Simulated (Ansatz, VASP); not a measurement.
InGa2N3 in VASP and in Ansatz

```xyz
6
Lattice="2.9412 1.6981 3.2528 -2.9412 1.6981 3.2528 0.0000 -3.3962 3.2528" Properties=species:S:1:pos:R:3 pbc="T T T"
In    0.0000    0.0000    0.0000
Ga    0.0000    0.0000    2.5961
Ga    0.0000    0.0000    7.1624
N     0.0000   -1.6981    1.6264
N     1.4706    0.8490    1.6264
N    -1.4706    0.8490    1.6264
```

Alike in both runs: functional PBE; k mesh 6 × 6 × 6; occupations gaussian, width 0.1 eV; no spin polarisation.

Ansatz relaxed the structure, and its values are those at the end. VASP's run is a single point on that final structure, the one shown.

|  | VASP | Ansatz |
| --- | --- | --- |
| version | VASP 6.6.1 | Ansatz 0.2.0 |
| potentials or method | VASP PAW PBE potentials, release 64 (In_d, Ga_d, N), cutoff 520 eV | scalar-relativistic, plane waves, PAW |
| valence electrons in the cell | 54 | 54 |

```csv
,VASP,Ansatz,Ansatz less VASP
gap on the k mesh at the Fermi level (eV),none,none,-
pressure (GPa),0.3,0.1,-0.13
rms of the force components (eV/Å),0.005,0.003,-0.0021
```

A gap of «none» marks a metal or a gap that the smearing closes.
